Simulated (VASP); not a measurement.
A run of VASP 6.6.1 is set up as follows.

INCAR

```
PREC = Accurate ; ENCUT = 520
EDIFF = 1E-6 ; ISMEAR = 0
SIGMA = 0.01 ; LREAL = False
LASPH = True ; NELM = 80
ALGO = Normal ; ISIF = 2
LWAVE = False ; LCHARG = False
NBANDS = 28
```

File KPOINTS:

```
Automatic mesh
0
Gamma
  4 4 2
```

POSCAR

```
PbS
1.0
    2.9405000000     -2.9000000000      0.0000000000
    2.9405000000      2.9000000000      0.0000000000
   -1.0800550000      0.0000000000     11.7092940000
Pb S
2 2
Direct
    0.7756000000      0.7756000000      0.6363800000
    0.2244000000      0.2244000000      0.3636200000
    0.2684000000      0.2684000000      0.5986000000
    0.7316000000      0.7316000000      0.4014000000
```

Potentials or basis: VASP PAW LDA potentials, release 64 (Pb_d, S).

Run with:

```bash
$ cat potpaw_LDA.64/Pb_d/POTCAR potpaw_LDA.64/S/POTCAR > POTCAR
$ mpirun -np 1 vasp_std > vasp.out
```

Task: What does it give for the band gap on the k mesh?

Result: 1.18 eV.

Task: Estimate the largest force.

Result: 0.809 eV/Å.

Forces in eV/Å, atoms in the order of the input:
```
Pb  -0.001  0.000 -0.809
Pb   0.001  0.000  0.809
S   -0.004  0.000 -0.308
S    0.004  0.000  0.308
```

Caveat: there is no dipole correction, which matters where the two faces differ; spin-orbit coupling is left out, which moves the levels of the heavy elements.
